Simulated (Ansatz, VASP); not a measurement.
**One calculation of Hf, two programs**

File INCAR:

```
PREC = Accurate
ENCUT = 520
EDIFF = 1E-6
ISMEAR = -1
SIGMA = 0.05
LREAL = False
LASPH = True
NELM = 60
ALGO = Normal
ISIF = 2
LWAVE = False
LCHARG = False
NBANDS = 17
```

Contents of KPOINTS:

```
regular mesh
0
Gamma
  11 11 11
```

Contents of POSCAR:

```
Hf
1.0
    0.0000000000      3.0262024136      3.0262024136
    3.0262024136      0.0000000000      3.0262024136
    3.0262024136      3.0262024136      0.0000000000
Hf
2
Direct
   -0.1250000000     -0.1250000000     -0.1250000000
    0.1250000000      0.1250000000      0.1250000000
```

Input for Ansatz:

```yaml
crystal:
  lattice:
    - [0.0, 3.0262024136, 3.0262024136]
    - [3.0262024136, 0.0, 3.0262024136]
    - [3.0262024136, 3.0262024136, 0.0]
  atoms:
    - { symbol: Hf, position: [-0.125, -0.125, -0.125] }
    - { symbol: Hf, position: [0.125, 0.125, 0.125] }
kpoints:
  mp_grid: { grid: [11, 11, 11] }
scf:
  occupations: { method: fermi_dirac, width: 0.05 }
hamiltonian:
  xc: lda
  pseudopotentials: { kind: all_electron, lapw: { basis_error: 0.001 } }
output:
  forces: true
  stress: true
  eigenvalues: true
  populations: true
```

Change from the starting cell: volume scaled by 0.92, LAPW.

Alike in both runs: task single point; functional LDA; k mesh 11 × 11 × 11; occupations fermi-dirac, width 0.05 eV; no spin polarisation.

```csv
,VASP,Ansatz
version,VASP 6.6.1,Ansatz 0.2.0
potentials or method,"VASP PAW LDA potentials, release 64 (Hf_pv), cutoff 520 eV","all-electron LAPW, scalar-relativistic"
```

Ansatz gave:

* pressure (GPa): 3.0

Question: Estimate VASP's values.

Answer: Pressure (GPa): 2.5.

LDA's correlation is that of Perdew and Zunger in VASP and of Perdew and Wang (1992) in Ansatz. Ansatz ran all-electron here, and VASP with PAW potentials.

Spin-orbit coupling is off throughout.
